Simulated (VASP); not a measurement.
# Al3P2 (P-3m1) in VASP: further runs

The runs below take Al3P2 through single point, relaxation of cell and atoms, with PBE.

Program: VASP 6.6.1. These are calculated values, not measurements. Logs are shortened: lines on timing, memory, paths and dates and some standing lists are left out, and cuts for length are marked.

**1. The cell of the first run**

Symmetry: P-3m1, No. 164, trigonal system. The conventional cell has a = 3.538 Å, b = 3.538 Å, c = 8.061 Å, α = 90.00°, β = 90.00°, γ = 120.00°. Within 3.4 Å of Al (site symmetry -3m) lie 6 P at 2.54 Å. Within 3.3 Å of Al (site symmetry 3m) lie 3 P at 2.48 Å and 3 Al at 3.01 Å. P (site symmetry 3m) has 6 Al at 2.48 to 2.54 Å within 3.3 Å.

**2. Single point, PBE**

Contents of INCAR:

```
PREC     = Accurate       # precision mode
ENCUT    = 520            # plane-wave cutoff, eV
EDIFF    = 1E-7           # SCF threshold, eV
ISMEAR   = 0              # smearing method
SIGMA    = 0.1            # smearing width, eV
LREAL    = F              # projectors in reciprocal space
LASPH    = T              # aspherical terms in the spheres
NELM     = 80             # most SCF steps
ALGO     = Normal         # electronic algorithm
ISIF     = 2              # what is computed and relaxed
LWAVE    = F              # write WAVECAR
LCHARG   = F              # write CHGCAR
GGA      = PE             # functional
NBANDS   = 18             # bands
```

Contents of KPOINTS:

```
Automatic mesh
0
Gamma
  12 12 6
```

Contents of POSCAR:

```
Al3P2
1.0
    3.5382369929      0.0000000000      0.0000000000
   -1.7691184965      3.0642031205      0.0000000000
    0.0000000000      0.0000000000      8.0609618565
Al P
3 2
Direct
    0.0000000000      0.0000000000      0.0000000000
    0.3333333333      0.6666666667      0.6370253339
    0.6666666667      0.3333333333      0.3629746661
    0.3333333333      0.6666666667      0.1881100688
    0.6666666667      0.3333333333      0.8118899312
```

Potentials or basis: VASP PAW PBE potentials, release 64 (Al, P).

The run is started by

```sh
$ cat potpaw_PBE.64/Al/POTCAR potpaw_PBE.64/P/POTCAR > POTCAR
$ mpirun -np 1 vasp_std > vasp.out
```

OUTCAR:

```text
PREC = Accurate
   ENCUT = 520
   EDIFF = 1E-7
   ISMEAR = 0
   LREAL = F
   LASPH = T
   NELM = 80
   ISIF = 2
   GGA = PE

 ion  position               nearest neighbor table
   1  0.000  0.000  0.000-   4 2.54   5 2.54   5 2.54   4 2.54   5 2.54   4 2.54
   2  0.333  0.667  0.637-   5 2.48   5 2.48   5 2.48   3 3.01   3 3.01   3 3.01
   3  0.667  0.333  0.363-   4 2.48   4 2.48   4 2.48   2 3.01   2 3.01   2 3.01
   4  0.333  0.667  0.188-   3 2.48   3 2.48   3 2.48   1 2.54   1 2.54   1 2.54
   5  0.667  0.333  0.812-   2 2.48   2 2.48   2 2.48   1 2.54   1 2.54   1 2.54

  LATTYP: Found a hexagonal cell.
 ALAT       =     3.5382369929
 C/A-ratio  =     2.2782424899

  Lattice vectors:

 A1 = (   3.5382369929,   0.0000000000,   0.0000000000)
 A2 = (  -1.7691184965,   3.0642031205,   0.0000000000)
 A3 = (   0.0000000000,   0.0000000000,   8.0609618565)

Analysis of symmetry for initial positions (statically):
=====================================================================
 Subroutine PRICEL returns:
 Original cell was already a primitive cell.

 Routine SETGRP: Setting up the symmetry group for a
 hexagonal supercell.

 Subroutine GETGRP returns: Found 12 space group operations
 (whereof 12 operations were pure point group operations)
 out of a pool of 24 trial point group operations.

The static configuration has the point symmetry D_3d.

Analysis of symmetry for dynamics (positions and initial velocities):
=====================================================================
 Subroutine PRICEL returns:
 Original cell was already a primitive cell.

 Routine SETGRP: Setting up the symmetry group for a
 hexagonal supercell.

 Subroutine GETGRP returns: Found 12 space group operations
 (whereof 12 operations were pure point group operations)
 out of a pool of 24 trial point group operations.

The dynamic configuration has the point symmetry D_3d.

 Subroutine INISYM returns: Found 12 space group operations
 (whereof 12 operations are pure point group operations),
 and found     1 'primitive' translations

----------------------------------------------------------------------------------------

                                     Primitive cell

  volume of cell :      87.3960
[... 88 lines left out ...]
   ICHARG =      2    charge: 1-file 2-atom 10-const
   ISPIN  =      1    spin polarized calculation?
   LNONCOLLINEAR =      F non collinear calculations
   LSORBIT =      F    spin-orbit coupling
   LASPH  =      T    aspherical Exc in radial PAW
   ENCUT  =  520.0 eV  38.22 Ry    6.18 a.u.   6.58  6.58 14.99*2*pi/ulx,y,z
   NELM   =     80;   NELMIN=  2; NELMDL= -5     # of ELM steps
   EDIFF  = 0.1E-06   stopping-criterion for ELM
   LREAL  =      F    real-space projection
   EDIFFG = 0.1E-05   stopping-criterion for IOM
   NSW    =      0    number of steps for IOM
   IBRION =     -1    ionic relax: 0-MD 1-quasi-New 2-CG
   NFREE  =      0    steps in history (QN), initial steepest desc. (CG)
   ISIF   =      2    stress and relaxation
   ISYM   =      2    0-nonsym 1-usesym 2-fastsym
   POTIM  = 0.5000    time-step for ionic-motion
   TEBEG  =    0.0;   TEEND  =   0.0 temperature during run
   PSTRESS=    0.0 pullay stress
   NELECT =      19.0000    total number of electrons
   NUPDOWN=      -1.0000    fix difference up-down
   EMIN   =  10.00;   EMAX   =-10.00  energy-range for DOS
   EFERMI =   0.00;   METHOD = LEGACY
   ISMEAR =     0;   SIGMA  =   0.10  broadening in eV -4-tet -1-fermi 0-gaus
   EFERMI_NEDOS =   21; number of points for ismear=-14 and -15
   IALGO  =     38    algorithm
   IMIX   =      4    mixing-type and parameters
     AMIX     =   0.40;   BMIX     =  1.00
     AMIX_MAG =   1.60;   BMIX_MAG =  1.00
  volume/ion in A,a.u.               =      17.48       117.96
  Fermi-wavevector in a.u.,A,eV,Ry     =   0.984379  1.860206 13.184068  0.969002
  Thomas-Fermi vector in A             =   2.115607
   LORBIT       =      0    0 simple, 1 ext, 2 COOP (PROOUT), +10 PAW based schemes
   GGA     = PE    functional components
   LHFCALC =     F    Hartree Fock is set to
   AEXX    =    0.0000 exact exchange contribution
   IVDW    =     0    specifies the selected vdW correction
   LEPSILON=     F    determine dielectric tensor
   LRPA    =     F    only Hartree local field effects (RPA)
 non-spin polarized calculation
 Gauss-broadening in eV      SIGMA  =   0.10
  energy-cutoff  :      520.00
  volume of cell :       87.40
 maximum number of plane-waves:      2406
 NGX is ok and might be reduce to    28
   NGX = 13   NGY = 13   NGZ = 29

 number of electron      19.0000001 magnetization

 Free energy of the ion-electron system (eV)
  ---------------------------------------------------
  ext. energy  EPLUGINS =         0.00000000
  ---------------------------------------------------
  free energy    TOTEN  =       -22.86190839 eV

  energy without entropy =      -22.85272083  energy(sigma->0) =      -22.85731461

 E-fermi :   6.9427     XC(G=0): -10.0761

 val. band max:        6.9395423201   @ k =   0.0000   0.0000   0.3333
 cond. band min:       6.9633848993   @ k =  -0.2500  -0.4167   0.3333
 fundamental gap:      0.0238425792
 Fermi energy:         6.9426674709

 k-point     1 :       0.0000    0.0000    0.0000
  band No.  band energies     occupation
      1      -6.0482      2.00000
      2      -4.7930      2.00000
      3      -1.1613      2.00000
      4       3.3993      2.00000
      5       3.8277      2.00000
      6       6.6483      1.99997
[... 481 lines left out ...]
      5       4.1862      2.00000
      6       5.0055      2.00000
[... 10 lines left out ...]
     17      13.4396      0.00000
     18      13.6755      0.00000

 [... further k-points ...]
[... 5 lines left out ...]
  --------------------------------------------------------------------------------------
  -------------------------------------------------------------------------------------
  Total       -0.0454760     -0.0454760     -0.0422776      0.0000000      0.0000000      0.0000000
  in kB       -0.8336842     -0.8336842     -0.7750505      0.0000000      0.0000000      0.0000000
  external PRESSURE =      -0.8141396 kB  Pullay stress =       0.0000000 kB

 VOLUME and BASIS-vectors are now :
 -----------------------------------------------------------------------------
  energy-cutoff  :      520.00
  volume of cell :       87.40
      direct lattice vectors                 reciprocal lattice vectors
     3.538236993  0.000000000  0.000000000     0.282626631  0.163174561  0.000000000
    -1.769118496  3.064203121  0.000000000     0.000000000  0.326349123  0.000000000
     0.000000000  0.000000000  8.060961857     0.000000000  0.000000000  0.124054675

 POSITION                                       TOTAL-FORCE (eV/Angst)
 -----------------------------------------------------------------------------------
      0.00000      0.00000      0.00000         0.000000      0.000000      0.000000
     -0.00000      2.04280      5.13504        -0.000000      0.000000      0.003088
      1.76912      1.02140      2.92592         0.000000     -0.000000     -0.003088
     -0.00000      2.04280      1.51635         0.000000     -0.000000      0.000626
      1.76912      1.02140      6.54461        -0.000000      0.000000     -0.000626
 -----------------------------------------------------------------------------------
    total drift:                               -0.000000      0.000000      0.000000

  FREE ENERGIE OF THE ION-ELECTRON SYSTEM (eV)
  ---------------------------------------------------
  free  energy   TOTEN  =       -22.8619083942 eV

  energy  without entropy=      -22.8527208340  energy(sigma->0) =      -22.85731461
```

stdout:

```text
POSCAR found type information on POSCAR AlP
 POSCAR found :  2 types and       5 ions
 scaLAPACK will be used
 LDA part: xc-table for (Slater+PW92), standard interpolation
 POSCAR, INCAR and KPOINTS ok, starting setup
 FFT: planning ... GRIDC
 FFT: planning ... GRID_SOFT
 FFT: planning ... GRID
 WAVECAR not read
 entering main loop
```

Wall time 3 min (1 thread of Intel Xeon Platinum 8259CL at 2.50GHz (Skylake/Cascade Lake), shared host); peak memory 0.27 GiB.

What came out:

```yaml
Free_energy: -22.8619 eV
Pressure: -0.1 GPa
Largest_force: 0.003 eV/Å
Band_gap_on_the_k_mesh: zero (an odd number of electrons rules out a gap without spin polarisation)
```

Forces on the atoms (eV/Å):
```
Al   0.000  0.000  0.000
Al   0.000  0.000  0.003
Al   0.000  0.000 -0.003
P    0.000  0.000  0.001
P    0.000  0.000 -0.001
```

**3. Relaxation of cell and atoms, PBE**

This run uses another cell than the first one, of 18.27 Å³/atom.

Contents of INCAR:

```
  PREC = Accurate
  ENCUT = 600
  EDIFF = 1E-7
  ISMEAR = 0
  SIGMA = 0.1
  LREAL = F
  LASPH = T
  NELM = 80
  ALGO = Normal
  ISIF = 3
  LWAVE = F
  LCHARG = F
  GGA = PE
  IBRION = 2
  NSW = 100
  EDIFFG = -0.01
```

KPOINTS is that of step 2.

Contents of POSCAR:

```
Al3P2
1.0
    3.9613321234      0.0000000000      0.0000000000
   -1.9806660617      3.4306142517      0.0000000000
    0.0000000000      0.0000000000      6.7219373346
Al P
3 2
Direct
    0.0000000000      0.0000000000      0.0000000000
    0.3333333333      0.6666666667      0.6305498583
    0.6666666667      0.3333333333      0.3694501417
    0.3333333333      0.6666666667      0.2429323780
    0.6666666667      0.3333333333      0.7570676220
```

Potentials or basis: VASP PAW PBE potentials, release 64 (Al, P).

The run is started by

```sh
$ cat potpaw_PBE.64/Al/POTCAR potpaw_PBE.64/P/POTCAR > POTCAR
$ mpirun -np 1 vasp_std > vasp.out
```

OUTCAR:

```text
PREC = Accurate
   ENCUT = 600
   EDIFF = 1E-7
   ISMEAR = 0
   LREAL = F
   LASPH = T
   NELM = 80
   ISIF = 3
   GGA = PE
   IBRION = 2
   NSW = 100
   EDIFFG = -0.01

 ion  position               nearest neighbor table
   1  0.000  0.000  0.000-   4 2.81   5 2.81   5 2.81   4 2.81   5 2.81   4 2.81
   2  0.333  0.667  0.631-   5 2.44   5 2.44   5 2.44   4 2.61   3 2.88   3 2.88   3 2.88
   3  0.667  0.333  0.369-   4 2.44   4 2.44   4 2.44   5 2.61   2 2.88   2 2.88   2 2.88
   4  0.333  0.667  0.243-   3 2.44   3 2.44   3 2.44   2 2.61   1 2.81   1 2.81   1 2.81
   5  0.667  0.333  0.757-   2 2.44   2 2.44   2 2.44   3 2.61   1 2.81   1 2.81   1 2.81

  LATTYP: Found a hexagonal cell.
 ALAT       =     3.9613321234
 C/A-ratio  =     1.6968880985

  Lattice vectors:

 A1 = (   3.9613321234,   0.0000000000,   0.0000000000)
[... 695 lines left out ...]

 number of electron      18.9999999 magnetization

------------------------ aborting loop because EDIFF is reached ----------------------------------------
[... 73 lines left out ...]
--------------------------------------- Ionic step       31  -------------------------------------------

 number of electron      19.0000000 magnetization

 Free energy of the ion-electron system (eV)
  ---------------------------------------------------
  ext. energy  EPLUGINS =         0.00000000
  ---------------------------------------------------
  free energy    TOTEN  =       -22.86165317 eV

  energy without entropy =      -22.85252500  energy(sigma->0) =      -22.85708908

 E-fermi :   6.9428     XC(G=0): -10.0741

 val. band max:        6.9347553406   @ k =   0.2500   0.0833   0.0000
 cond. band min:       6.9488599457   @ k =   0.0000   0.0000   0.1667
 fundamental gap:      0.0141046051
 Fermi energy:         6.9427669147

 k-point     1 :       0.0000    0.0000    0.0000
  band No.  band energies     occupation
      1      -6.0528      2.00000
      2      -4.7917      2.00000
      3      -1.1524      2.00000
      4       3.4167      2.00000
      5       3.8479      2.00000
      6       6.6276      1.99999
      7       6.6276      1.99999
      8       6.9611      0.79507
      9       6.9611      0.79507
     10      10.5569      0.00000
     11      10.8264      0.00000
     12      10.8264      0.00000
     13      11.0676      0.00000
[... 400 lines left out ...]
  FREE ENERGIE OF THE ION-ELECTRON SYSTEM (eV)
  ---------------------------------------------------
  free  energy   TOTEN  =       -22.8616531671 eV

  energy  without entropy=      -22.8525249989  energy(sigma->0) =      -22.85708908

 reached required accuracy - stopping structural energy minimisation
```

CONTCAR:

```text
Al3P2
   1.00000000000000
     3.5409479923150644   -0.0000000000000000    0.0000000000000000
    -1.7704739961575322    3.0665509148300827    0.0000000000000004
     0.0000000000000000   -0.0000000000000030    8.0508753474889403
  Al              P
     3     2
Direct
     0.0000000000000000    0.0000000000000000    0.0000000000000000
     0.3333333332999970    0.6666666667000030    0.6373623608113624
     0.6666666667000030    0.3333333332999970    0.3626376391886375
     0.3333333332999970    0.6666666667000030    0.1879659864311922
     0.6666666667000030    0.3333333332999970    0.8120340135688078

  0.00000000E+00  0.00000000E+00  0.00000000E+00
  0.00000000E+00  0.00000000E+00  0.00000000E+00
  0.00000000E+00  0.00000000E+00  0.00000000E+00
  0.00000000E+00  0.00000000E+00  0.00000000E+00
  0.00000000E+00  0.00000000E+00  0.00000000E+00
```

Run time: 42 min. Hardware: 1 thread of Intel Xeon Platinum 8259CL at 2.50GHz (Skylake/Cascade Lake), shared host; peak memory 0.33 GiB.

What came out:

| Property | Result |
| --- | --- |
| Free energy | -22.8617 eV |
| Relaxed volume | 17.48 Å³/atom |
| Relaxed cell | a = 3.541 Å, b = 3.541 Å, c = 8.051 Å, α = 90.00°, β = 90.00°, γ = 120.00° |
| Space group after relaxing (to 0.1 Å) | P-3m1 (No. 164) |
| Energy gained by relaxing | 132.5 meV/atom |
| Ionic steps | 31 |
| Pressure after relaxing | 0.0 GPa |
| Largest force after relaxing | 0.009 eV/Å |
| Band gap on the k mesh | zero (an odd number of electrons rules out a gap without spin polarisation) |

Forces in eV/Å, atoms in the order of the input:
```
Al   0.000  0.000  0.000
Al   0.000  0.000 -0.008
Al   0.000  0.000  0.008
P    0.000  0.000  0.009
P    0.000  0.000 -0.009
```

Step by step:
```
step  energy change (eV)  largest force (eV/Å)  pressure (GPa)  volume (Å³)
   1              0.0000                0.0498           -0.03        91.35
   2             -0.0002                0.0379           -0.02        91.31
   3             -0.0006                0.0184            0.01        91.17
   4             -0.0009                0.0167           -0.02        91.17
   5             -0.0025                0.0132           -0.10        91.17
   6             -0.0081                0.0117           -0.24        91.15
   7             -0.0275                0.0704           -0.47        91.09
   8             -0.1035                0.2681           -0.85        90.87
   9             -0.1344                1.3093           -2.17        90.04
  10             -0.1554                0.6289           -1.50        90.57
  11             -0.1653                0.9370           -1.94        90.33
  12             -0.1663                0.8298           -1.82        90.41
  13             -0.1664                0.8661           -1.86        90.38
  14             -0.1725                0.8542           -1.77        90.25
  15             -0.1898                0.8176           -1.49        89.86
  16             -0.2214                0.7405           -0.89        89.09
  17             -0.2707                0.5708            0.45        87.55
  18             -0.3054                0.7319            3.75        84.50
  19             -0.3278                0.7513            3.64        84.62
  20             -0.3913                0.7907            3.28        84.95
  21             -0.4921                0.8674            2.72        85.57
  22             -0.5361                0.8178            2.78        86.64
  23             -0.5468                0.8612            2.62        86.33
  24             -0.6152                0.5391           -0.21        88.53
  25             -0.6255                0.3791           -1.59        89.76
  26             -0.6477                0.2521           -0.97        88.80
  27             -0.6618                0.0479            0.22        87.24
  28             -0.6618                0.0498            0.18        87.29
  29             -0.6622                0.0202           -0.02        87.44
  30             -0.6622                0.0112           -0.08        87.48
  31             -0.6623                0.0092           -0.04        87.42
```

Final structure:
```
Al P
1.0
     3.54095    0.00000    0.00000
    -1.77047    3.06655    0.00000
     0.00000    0.00000    8.05088
Al P
3 2
Cartesian
  0.0000 0.0000 0.0000
  0.0000 2.0444 5.1313
  1.7705 1.0222 2.9196
  0.0000 2.0444 1.5133
  1.7705 1.0222 6.5376
```

Caveat: a cell axis changed by over 15 % at a fixed basis, so the end point is rough.

The gap in the log of VASP goes by the Fermi energy; the results here count the filled bands.